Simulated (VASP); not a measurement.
Fe: single point with PBE

The system is Fe.

```
Fe
1.0
     2.43416    0.00000    0.00000
    -1.21708    2.10804    0.00000
     0.00000    0.00000    3.84193
Fe
2
Cartesian
  1.2171 0.7027 2.8815
  0.0000 1.4054 0.9605
```

- Program: VASP 6.6.1
- Task: single point
- Functional: PBE
- Potentials or basis: VASP PAW PBE potentials, release 64 (Fe)
- Cutoff: 520 eV
- k mesh: 10 × 10 × 6
- Occupations: fermi-dirac, width 0.05 eV
- Spin: collinear spin, zero start
- Starting moments: [0.0, 0.0] μB
- Fixed moment: 0 μB
- Dipole correction: no
- Further INCAR settings: ALGO = Normal; EDIFF = 1e-06; NBANDS = 19

```
Pressure                                              : 10.2 GPa
Net moment                                            : 0.00 μB per cell
Valence electrons inside the program's atomic spheres : Fe 7.60
```

Stress tensor (GPa, compression positive):
```
10.52  0.00  0.00
 0.00 10.52  0.00
 0.00  0.00  9.46
```

It took 15 s on 1 thread of Intel(R) Xeon(R) 6975P-C (Granite Rapids), with other jobs on the host, peak memory 0.15 GiB.

Caveat: the total moment is fixed, so each spin has its own Fermi level.
